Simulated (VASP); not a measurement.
# GaSb3 (I4mm) in VASP: a series of runs

GaSb3 is run at these levels: PBEsol+D3(BJ); tasks: single point.

Everything below comes from runs of VASP 6.6.1. Logs are shortened: lines on timing, memory, paths and dates and some standing lists are left out, and cuts for length are marked.

## Step 1: The cell of the first run

It takes space group I4mm (No. 107, tetragonal). Conventional cell: a = 5.071 Å, b = 5.071 Å, c = 7.171 Å, α = 90.00°, β = 90.00°, γ = 90.00°. Within 4.0 Å of Ga (site symmetry 4mm) lie 14 Sb at 3.05 to 3.69 Å. Sb (site symmetry 2mm) has 4 Ga at 3.05 to 3.16 Å and 10 Sb at 3.11 to 3.59 Å within 4.0 Å. Within 4.1 Å of Sb (site symmetry 4mm) lie 8 Sb at 3.11 Å and 6 Ga at 3.49 to 3.69 Å.

## Step 2: Single point, PBEsol+D3(BJ) (all Sb atoms moved -0.100 Å, as atom 2 along Cartesian [0 1 0])

File INCAR:

```
ALGO     = Normal         # electronic algorithm
EDIFF    = 1E-6           # SCF threshold, eV
ENCUT    = 520            # plane-wave cutoff, eV
GGA      = PS             # functional
ISIF     = 2              # what is computed and relaxed
ISMEAR   = 0              # smearing method
IVDW     = 12             # dispersion correction
LASPH    = True           # aspherical terms in the spheres
LCHARG   = True           # write CHGCAR
LELF     = True           # ELF
LREAL    = False          # projectors in reciprocal space
LVHAR    = True         
LWAVE    = False          # write WAVECAR
NBANDS   = 22             # bands
NELM     = 80             # most SCF steps
PREC     = Accurate       # precision mode
SIGMA    = 0.15           # smearing width, eV
```

File KPOINTS:

```
k-points
0
Gamma
  12 12 12
```

File POSCAR:

```
GaSb3
1.0
    0.0000000000      3.5855047185      3.5855047185
    3.5855047185      0.0000000000      3.5855047185
    3.5855047185      3.5855047185      0.0000000000
Ga Sb
1 3
Direct
    0.0000000000      0.0000000000      0.0000000000
    0.2360549619      0.2639450381      0.2360549619
    0.7360549619      0.7639450381      0.7360549619
    0.4860549619      0.5139450381      0.4860549619
```

Potentials or basis: VASP PAW PBE potentials, release 64 (Ga_d, Sb).

On the command line:

```console
$ cat potpaw_PBE.64/Ga_d/POTCAR potpaw_PBE.64/Sb/POTCAR > POTCAR
$ mpirun -np 1 vasp_std > vasp.out
```

OUTCAR:

```text
EDIFF = 1E-6
   ENCUT = 520
   GGA = PS
   ISIF = 2
   ISMEAR = 0
   IVDW = 12
   LASPH = True
   LREAL = False
   NELM = 80
   PREC = Accurate
 IVDW          = 12

 ion  position               nearest neighbor table
   1  0.000  0.000  0.000-   3 3.05   3 3.05   2 3.05   2 3.05   3 3.16   2 3.16   3 3.16   2 3.16

   2  0.236  0.264  0.236-   1 3.05   1 3.05   4 3.11   4 3.11   4 3.11   4 3.11   1 3.16   1 3.16
                             3 3.59   3 3.59   3 3.59   3 3.59   3 3.59   3 3.59
   3  0.736  0.764  0.736-   1 3.05   1 3.05   4 3.11   4 3.11   4 3.11   4 3.11   1 3.16   1 3.16
                             2 3.59   2 3.59   2 3.59   2 3.59   2 3.59   2 3.59
   4  0.486  0.514  0.486-   2 3.11   2 3.11   2 3.11   3 3.11   3 3.11   3 3.11   3 3.11   2 3.11

  LATTYP: Found a face centered cubic cell.
 ALAT       =     7.1710094370

  Lattice vectors:

 A1 = (   0.0000000000,   3.5855047185,   3.5855047185)
 A2 = (   3.5855047185,   0.0000000000,   3.5855047185)
 A3 = (   3.5855047185,   3.5855047185,   0.0000000000)

Analysis of symmetry for initial positions (statically):
=====================================================================
 Subroutine PRICEL returns:
 Original cell was already a primitive cell.

 Routine SETGRP: Setting up the symmetry group for a
 face centered cubic supercell.

 Subroutine GETGRP returns: Found  8 space group operations
 (whereof  8 operations were pure point group operations)
 out of a pool of 48 trial point group operations.

The static configuration has the point symmetry C_4v.

Analysis of symmetry for dynamics (positions and initial velocities):
=====================================================================
 Subroutine PRICEL returns:
 Original cell was already a primitive cell.

 Routine SETGRP: Setting up the symmetry group for a
 face centered cubic supercell.

 Subroutine GETGRP returns: Found  8 space group operations
 (whereof  8 operations were pure point group operations)
 out of a pool of 48 trial point group operations.

The dynamic configuration has the point symmetry C_4v.

 Subroutine INISYM returns: Found  8 space group operations
 (whereof  8 operations are pure point group operations),
 and found     1 'primitive' translations

----------------------------------------------------------------------------------------

                                     Primitive cell

  volume of cell :      92.1894

  direct lattice vectors                    reciprocal lattice vectors
     0.000000000  3.585504719  3.585504719    -0.139450381  0.139450381  0.139450381
     3.585504719  0.000000000  3.585504719     0.139450381 -0.139450381  0.139450381
     3.585504719  3.585504719  0.000000000     0.139450381  0.139450381 -0.139450381

  length of vectors
     5.070669401  5.070669401  5.070669401     0.241535145  0.241535145  0.241535145

  position of ions in fractional coordinates (direct lattice)
     0.000000000  0.000000000  0.000000000
     0.236054962  0.263945038  0.236054962
     0.736054962  0.763945038  0.736054962
     0.486054962  0.513945038  0.486054962

  ion indices of the primitive-cell ions
   primitive index   ion index
                 1           1
                 2           2
                 3           3
                 4           4

----------------------------------------------------------------------------------------

 KPOINTS: k-points

Automatic generation of k-mesh.
 Grid dimensions read from file:
 generate k-points for:   12   12   12

 Generating k-lattice:

  Cartesian coordinates                     Fractional coordinates (reciprocal lattice)
    -0.011620865  0.011620865  0.011620865     0.083333333  0.000000000  0.000000000
     0.011620865 -0.011620865  0.011620865     0.000000000  0.083333333  0.000000000
     0.011620865  0.011620865 -0.011620865     0.000000000  0.000000000  0.083333333

  Length of vectors
     0.020127929  0.020127929  0.020127929

  Shift w.r.t. Gamma in fractional coordinates (k-lattice)
     0.000000000  0.000000000  0.000000000

 Subroutine IBZKPT returns following result:
 ===========================================

 Found    163 irreducible k-points:

 Following reciprocal coordinates:
            Coordinates               Weight
  0.000000  0.000000  0.000000      1.000000
  0.083333  0.000000  0.000000      8.000000
  0.166667  0.000000  0.000000      8.000000
  0.250000  0.000000  0.000000      8.000000
  0.333333  0.000000  0.000000      8.000000
  0.416667  0.000000  0.000000      8.000000
[... 16 lines left out ...]
  0.083333  0.000000 -0.333333      8.000000
 -0.250000  0.083333  0.000000     16.000000
 [... further k-points ...]
   k-points           NKPTS =    163   k-points in BZ     NKDIM =    163   number of bands    NBANDS=     22
   number of dos      NEDOS =    301   number of ions     NIONS =      4
   total plane-waves  NPLWV =  64000
   dimension x,y,z NGX =    40 NGY =   40 NGZ =   40
   dimension x,y,z NGXF=    80 NGYF=   80 NGZF=   80
   ions per type =               1   3
   NGX,Y,Z   is equivalent  to a cutoff of  13.11, 13.11, 13.11 a.u.
   NGXF,Y,Z  is equivalent  to a cutoff of  26.23, 26.23, 26.23 a.u.
 SYSTEM =  unknown system
   PREC   = accura    normal or accurate (medium, high low for compatibility)
   ISTART =      0    job   : 0-new  1-cont  2-samecut
   ICHARG =      2    charge: 1-file 2-atom 10-const
   ISPIN  =      1    spin polarized calculation?
   LNONCOLLINEAR =      F non collinear calculations
   LSORBIT =      F    spin-orbit coupling
   LASPH  =      T    aspherical Exc in radial PAW
   ENCUT  =  520.0 eV  38.22 Ry    6.18 a.u.   9.43  9.43  9.43*2*pi/ulx,y,z
   NELM   =     80;   NELMIN=  2; NELMDL= -5     # of ELM steps
   EDIFF  = 0.1E-05   stopping-criterion for ELM
   LREAL  =      F    real-space projection
   EDIFFG = 0.1E-04   stopping-criterion for IOM
   NSW    =      0    number of steps for IOM
   IBRION =     -1    ionic relax: 0-MD 1-quasi-New 2-CG
   NFREE  =      0    steps in history (QN), initial steepest desc. (CG)
   ISIF   =      2    stress and relaxation
   ISYM   =      2    0-nonsym 1-usesym 2-fastsym
   POTIM  = 0.5000    time-step for ionic-motion
   TEBEG  =    0.0;   TEEND  =   0.0 temperature during run
   PSTRESS=    0.0 pullay stress
   NELECT =      28.0000    total number of electrons
   NUPDOWN=      -1.0000    fix difference up-down
   EMIN   =  10.00;   EMAX   =-10.00  energy-range for DOS
   EFERMI =   0.00;   METHOD = LEGACY
   ISMEAR =     0;   SIGMA  =   0.15  broadening in eV -4-tet -1-fermi 0-gaus
   EFERMI_NEDOS =   21; number of points for ismear=-14 and -15
   IALGO  =     38    algorithm
   IMIX   =      4    mixing-type and parameters
     AMIX     =   0.40;   BMIX     =  1.00
     AMIX_MAG =   1.60;   BMIX_MAG =  1.00
  volume/ion in A,a.u.               =      23.05       155.53
  Fermi-wavevector in a.u.,A,eV,Ry     =   1.100442  2.079534 16.476286  1.210973
  Thomas-Fermi vector in A             =   2.236853
   LORBIT       =      0    0 simple, 1 ext, 2 COOP (PROOUT), +10 PAW based schemes
   GGA     = PS    functional components
   LHFCALC =     F    Hartree Fock is set to
   AEXX    =    0.0000 exact exchange contribution
   IVDW    =    12    specifies the selected vdW correction
   LEPSILON=     F    determine dielectric tensor
   LRPA    =     F    only Hartree local field effects (RPA)
 non-spin polarized calculation
 Gauss-broadening in eV      SIGMA  =   0.15
  energy-cutoff  :      520.00
  volume of cell :       92.19
 maximum number of plane-waves:      2510
 NGX is ok and might be reduce to    40
   NGX = 19   NGY = 19   NGZ = 19

 number of electron      27.9999998 magnetization

 Free energy of the ion-electron system (eV)
  ---------------------------------------------------
  ext. energy  EPLUGINS =         0.00000000
  ---------------------------------------------------
  free energy    TOTEN  =       -16.30981501 eV

  energy without entropy =      -16.28320640  energy(sigma->0) =      -16.29651071

 E-fermi :   8.7578     XC(G=0): -10.8302

 val. band max:        8.7566122224   @ k =   0.2500   0.0000   0.4167
 cond. band min:       8.7675028435   @ k =  -0.4167   0.4167   0.0000
 fundamental gap:      0.0108906211
 Fermi energy:         8.7578264095

 k-point     1 :       0.0000    0.0000    0.0000
  band No.  band energies     occupation
      1      -6.0086      2.00000
      2      -6.0085      2.00000
      3      -6.0085      2.00000
      4      -5.9892      2.00000
      5      -5.9880      2.00000
      6      -4.5887      2.00000
[... 14 lines left out ...]
     21      16.5676      0.00000
     22      16.5758      0.00000

 k-point     2 :       0.0833    0.0000    0.0000
  band No.  band energies     occupation
      1      -6.0093      2.00000
      2      -6.0082      2.00000
      3      -6.0082      2.00000
      4      -5.9893      2.00000
      5      -5.9881      2.00000
      6      -4.5286      2.00000
[... 14 lines left out ...]
     21      15.9783      0.00000
     22      16.4181      0.00000

 k-point     3 :       0.1667    0.0000    0.0000
  band No.  band energies     occupation
      1      -6.0110      2.00000
      2      -6.0075      2.00000
      3      -6.0074      2.00000
      4      -5.9896      2.00000
      5      -5.9884      2.00000
      6      -4.3488      2.00000
[... 14 lines left out ...]
     21      14.7030      0.00000
     22      15.8677      0.00000
[... 476 lines left out ...]
 k-point    23 :       0.0833    0.0000   -0.3333
  band No.  band energies     occupation
      1      -6.0168      2.00000
      2      -6.0061      2.00000
      3      -6.0053      2.00000
      4      -5.9901      2.00000
      5      -5.9893      2.00000
      6      -3.4350      2.00000
[... 14 lines left out ...]
     21      14.0254      0.00000
     22      15.4074      0.00000

 k-point    24 :      -0.2500    0.0833    0.0000
  band No.  band energies     occupation
      1      -6.0144      2.00000
      2      -6.0066      2.00000
      3      -6.0060      2.00000
      4      -5.9903      2.00000
      5      -5.9887      2.00000
      6      -3.8744      2.00000
[... 14 lines left out ...]
     21      14.3254      0.00000
     22      14.8879      0.00000

 [... further k-points ...]

------------------------ aborting loop because EDIFF is reached ----------------------------------------

 Edisp (eV)   -1.97341

 E8    (eV) :    -1.3575

  FORCE on cell =-STRESS in cart. coord.  units (eV):
  Direction    XX          YY          ZZ          XY          YZ          ZX
  --------------------------------------------------------------------------------------
  -------------------------------------------------------------------------------------
  Total       0.37535     0.33331     0.37535     0.00000    -0.00000     0.00000
  in kB       6.52323     5.79258     6.52323     0.00000    -0.00000     0.00000
  external pressure =        6.28 kB  Pullay stress =        0.00 kB

 VOLUME and BASIS-vectors are now :
 -----------------------------------------------------------------------------
  energy-cutoff  :      520.00
  volume of cell :       92.19
      direct lattice vectors                 reciprocal lattice vectors
     0.000000000  3.585504719  3.585504719    -0.139450381  0.139450381  0.139450381
     3.585504719  0.000000000  3.585504719     0.139450381 -0.139450381  0.139450381
     3.585504719  3.585504719  0.000000000     0.139450381  0.139450381 -0.139450381

 POSITION                                       TOTAL-FORCE (eV/Angst)
 -----------------------------------------------------------------------------------
      0.00000      0.00000      0.00000         0.000000     -0.211943      0.000000
      1.79275      1.69275      1.79275         0.000000      0.046370      0.000000
      5.37826      5.27826      5.37826         0.000000      0.046370      0.000000
      3.58550      3.48550      3.58550         0.000000      0.119204      0.000000
 -----------------------------------------------------------------------------------
    total drift:                                0.000000      0.000000      0.000000

  FREE ENERGIE OF THE ION-ELECTRON SYSTEM (eV)
  ---------------------------------------------------
  free  energy   TOTEN  =       -18.2832250687 eV

  energy  without entropy=      -18.2566164648  energy(sigma->0) =      -18.26992077
```

Wall time 7.1 min (1 thread of Intel Xeon 8259CL, shared host); peak memory 0.47 GiB.

What came out:

| Item | Value |
| --- | --- |
| Free energy | -18.2832 eV |
| Pressure | 0.6 GPa |
| Largest force | 0.212 eV/Å |
| Band gap on the k mesh | zero (bands 14 and 15 overlap by 4.26 eV) |
| Dispersion energy per atom | -0.493 eV |

Forces in eV/Å, atoms in the order of the input:
```
Ga   0.000 -0.212  0.000
Sb   0.000  0.046  0.000
Sb   0.000  0.046  0.000
Sb   0.000  0.119  0.000
```

Levels at points of the mesh, in eV from the Fermi level:
| k point | band 11 | band 12 | band 13 | band 14 | band 15 | band 16 | band 17 | band 18 |
| --- | --- | --- | --- | --- | --- | --- | --- | --- |
| (0.00, 0.00, 0.00) | -2.91 | -2.76 | -2.71 | -2.71 | -2.56 | -0.87 | -0.87 | -0.86 |
| (0.50, 0.00, 0.00) | -4.00 | -3.01 | -2.99 | -0.07 | 0.27 | 2.25 | 2.26 | 3.07 |
| (0.50, 0.50, 0.00) | -5.79 | 1.11 | 1.26 | 1.26 | 1.50 | 2.10 | 2.12 | 2.45 |
| (0.50, 0.00, 0.50) | -5.84 | 1.09 | 1.24 | 1.24 | 1.51 | 2.12 | 2.12 | 2.45 |

Caveat: the cell differs from its parent crystal (all Sb atoms moved -0.100 Å, as atom 2 along Cartesian [0 1 0]); the PAW data sets were made with another functional, which shifts forces and pressure a little; spin-orbit coupling is left out, which moves the levels of the heavy elements.

## Step 3: Single point, PBEsol+D3(BJ) (all Sb atoms moved +0.050 Å, as atom 2 along Cartesian [0 1 0])

File INCAR:

```
SYSTEM = GaSb3
PREC = Accurate
ENCUT = 520
EDIFF = 1E-6
ISMEAR = 0
SIGMA = 0.15
LREAL = .False.
LASPH = .True.
NELM = 80
ALGO = Normal
ISIF = 2
LWAVE = .False.
LCHARG = .False.
GGA = PS
IVDW = 12
NBANDS = 22
```

File KPOINTS:

```
Automatic mesh
0
Gamma
  12 12 12
  0 0 0
```

File POSCAR:

```
GaSb3
1.0
    0.0000000000      3.5855047185      3.5855047185
    3.5855047185      0.0000000000      3.5855047185
    3.5855047185      3.5855047185      0.0000000000
Ga Sb
1 3
Direct
    0.0000000000      0.0000000000      0.0000000000
    0.2569725191      0.2430274809      0.2569725191
    0.7569725191      0.7430274809      0.7569725191
    0.5069725191      0.4930274809      0.5069725191
```

Potentials or basis: VASP PAW PBE potentials, release 64 (Ga_d, Sb).

On the command line:

```console
$ cat potpaw_PBE.64/Ga_d/POTCAR potpaw_PBE.64/Sb/POTCAR > POTCAR
$ mpirun -np 1 vasp_std > vasp.out
```

It took 6.6 min on 1 thread of Intel Xeon 8259CL, shared host; peak memory 0.47 GiB.

Results (log left out):

```
Free energy                : -18.2912 eV
Pressure                   : 0.6 GPa
Largest force              : 0.106 eV/Å
Band gap on the k mesh     : zero (bands 14 and 15 overlap by 4.28 eV)
Dispersion energy per atom : -0.493 eV
```

Forces on the atoms (eV/Å):
```
Ga   0.000  0.106  0.000
Sb   0.000 -0.023  0.000
Sb   0.000 -0.023  0.000
Sb   0.000 -0.060  0.000
```

Levels at points of the mesh, in eV from the Fermi level:
```csv
k point,band 11,band 12,band 13,band 14,band 15,band 16,band 17,band 18
"(0.00, 0.00, 0.00)",-2.91,-2.73,-2.71,-2.71,-2.59,-0.88,-0.88,-0.88
"(0.50, 0.00, 0.00)",-3.99,-3.01,-3.01,-0.08,0.27,2.26,2.26,3.07
"(0.50, 0.50, 0.00)",-5.83,1.11,1.26,1.26,1.50,2.10,2.11,2.45
"(0.50, 0.00, 0.50)",-5.84,1.11,1.26,1.26,1.50,2.11,2.11,2.45
```

Caveat: the cell differs from its parent crystal (all Sb atoms moved +0.050 Å, as atom 2 along Cartesian [0 1 0]); the PAW data sets were made with another functional, which shifts forces and pressure a little; spin-orbit coupling is left out, which moves the levels of the heavy elements.
